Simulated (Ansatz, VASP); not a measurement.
**Ca: VASP beside Ansatz**

```xyz
1
Lattice="-2.4192 2.4192 2.4192 2.4192 -2.4192 2.4192 2.4192 2.4192 -2.4192" Properties=species:S:1:pos:R:3 pbc="T T T"
Ca    0.0000    0.0000    0.0000
```

Change from the starting cell: strain +0.080 along x and y, +0.080 along z, atoms carried along.

Alike in both runs: task single point; functional PBEsol; k mesh 16 × 16 × 16; occupations gaussian, width 0.15 eV; no spin polarisation.

```csv
,VASP,Ansatz
version,VASP 6.6.1,Ansatz 0.2.0
potentials or method,"VASP PAW PBE potentials, release 64 (Ca_sv), cutoff 520 eV","scalar-relativistic, plane waves, PAW"
valence electrons in the cell,10,10
```

|  | VASP | Ansatz | Ansatz less VASP |
| --- | --- | --- | --- |
| gap on the k mesh at the Fermi level (eV) | none | none | - |
| pressure (GPa) | -3.4 | -3.4 | 0.00 |

VASP's potentials were made for PBE, not for PBEsol. A gap of «none» marks a metal or a gap that the smearing closes.
